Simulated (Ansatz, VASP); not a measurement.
# Al3InSb4 in VASP and in Ansatz

INCAR

```
SYSTEM = Al3InSb4
PREC = Accurate
ENCUT = 500
EDIFF = 1E-6
ISMEAR = 0
SIGMA = 0.1
LREAL = .False.
LASPH = .True.
NELM = 120
ALGO = Normal
ISIF = 2
LWAVE = .False.
LCHARG = .True.
LELF = .True.
LVHAR = .True.
NBANDS = 31
GGA_COMPAT = .False.
```

File KPOINTS:

```
Automatic mesh
0
Gamma
  4 4 4
  0 0 0
```

Contents of POSCAR:

```
Al3InSb4
1.0
   -3.1108750000      3.1108750000      0.0000000000
   -3.1108750000     -6.2217500000      3.1108750000
    3.1108750000      3.1108750000      6.2217500000
In Al Sb
1 3 4
Direct
    0.0000000000      0.0000000000      0.0000000000
    0.7500000000      0.5000000000      0.2500000000
    0.5000000000      0.0000000000      0.5000000000
    0.2500000000      0.5000000000      0.7500000000
    0.1875000000      0.3750000000      0.0625000000
    0.9375000000      0.8750000000      0.3125000000
    0.6875000000      0.3750000000      0.5625000000
    0.4375000000      0.8750000000      0.8125000000
```

Input for Ansatz:

```yaml
crystal:
  lattice:
    - [-3.110875, 3.110875, 0.0]
    - [-3.110875, -6.22175, 3.110875]
    - [3.110875, 3.110875, 6.22175]
  atoms:
    - { symbol: In, position: [0.0, 0.0, 0.0] }
    - { symbol: Al, position: [0.75, 0.5, 0.25] }
    - { symbol: Al, position: [0.5, 0.0, 0.5] }
    - { symbol: Al, position: [0.25, 0.5, 0.75] }
    - { symbol: Sb, position: [0.1875, 0.375, 0.0625] }
    - { symbol: Sb, position: [0.9375, 0.875, 0.3125] }
    - { symbol: Sb, position: [0.6875, 0.375, 0.5625] }
    - { symbol: Sb, position: [0.4375, 0.875, 0.8125] }
basis:
  ecutwfc: 420
kpoints:
  mp_grid: { grid: [4, 4, 4] }
hamiltonian:
  xc: lda
  pseudopotentials: { kind: paw, azcp: { folder: soft_1 } }
scf:
  occupations: { method: gaussian, width: 0.1 }
output:
  forces: true
  stress: true
  eigenvalues: true
```

Alike in both runs: task single point; functional LDA; k mesh 4 × 4 × 4; occupations gaussian, width 0.1 eV; no spin polarisation.

|  | VASP | Ansatz |
| --- | --- | --- |
| version | VASP 6.6.1 | Ansatz 0.2.0 |
| potentials or method | VASP PAW LDA potentials, release 64 (In_d, Al, Sb), cutoff 500 eV | scalar-relativistic, plane waves, PAW |
| valence electrons in the cell | 42 | 82 |

Ansatz gave:

* gap on the k mesh at the Fermi level (eV): 0.89
* least direct gap on the mesh (eV): 0.89
* pressure (GPa): -0.5
* traceless stress, the component that is largest in VASP (GPa): -0.27
* rms of the force components (eV/Å): 0.351

**Question.** Which values does VASP return?

**Answer.** gap on the k mesh at the Fermi level (eV): 0.93; least direct gap on the mesh (eV): 0.93; pressure (GPa): -0.2; traceless stress, the component that is largest in VASP (GPa): -0.27; rms of the force components (eV/Å): 0.349.

Ansatz warns that its potentials were made for another functional, while VASP's fit it. LDA's correlation is that of Perdew and Zunger in VASP and of Perdew and Wang (1992) in Ansatz. Atom by atom the forces differ by 0.003 eV/Å (rms over components). VASP's potentials hold 42 valence electrons a cell and Ansatz's 82, so a difference there can come from the potentials and not from the codes.

Neither program's run includes spin-orbit coupling.
